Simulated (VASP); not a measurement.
A run of VASP 6.6.1 is set up as follows.

Contents of INCAR:

```
PREC = Accurate
ENCUT = 600
EDIFF = 1E-6
ISMEAR = 0
SIGMA = 0.1
LREAL = F
LASPH = T
NELM = 100
ALGO = Fast
ISIF = 3
LWAVE = F
LCHARG = F
GGA = PS
IBRION = 2
NSW = 70
EDIFFG = -0.004
PSTRESS = 9.999999999999999e-06
```

KPOINTS

```
regular mesh
0
Gamma
  20 20 20
```

POSCAR

```
Mg
1.0
   -1.7774767724      1.7774767724      1.7774767724
    1.7774767724     -1.7774767724      1.7774767724
    1.7774767724      1.7774767724     -1.7774767724
Mg
1
Direct
    0.0000000000      0.0000000000      0.0000000000
```

Potentials or basis: VASP PAW PBE potentials, release 64 (Mg).

Launch:

```bash
$ cat potpaw_PBE.64/Mg/POTCAR > POTCAR
$ mpirun -np 1 vasp_std > vasp.out
```

Question: Estimate the relaxed cell.

Answer: a = 3.078 Å, b = 3.078 Å, c = 3.078 Å, α = 109.47°, β = 109.47°, γ = 109.47°.

Question: Estimate the space group after relaxing (to 0.1 Å).

Answer: Im-3m (No. 229).

Question: What does it give for the relaxed volume?

Answer: 22.44 Å³/atom.

Final structure:
```cif
data_structure
_symmetry_space_group_name_H-M 'P 1'
_symmetry_Int_Tables_number 1
_cell_length_a 3.0776
_cell_length_b 3.0776
_cell_length_c 3.0776
_cell_angle_alpha 109.471
_cell_angle_beta 109.471
_cell_angle_gamma 109.471
_cell_volume 22.44
loop_
_atom_site_label
_atom_site_type_symbol
_atom_site_fract_x
_atom_site_fract_y
_atom_site_fract_z
_atom_site_occupancy
Mg1 Mg 0.00000 0.00000 0.00000 1
```

Caveat: the cell is relaxed towards a set pressure, so the run minimises the enthalpy, not the energy; the PAW data sets were made with another functional, which shifts forces and pressure a little.
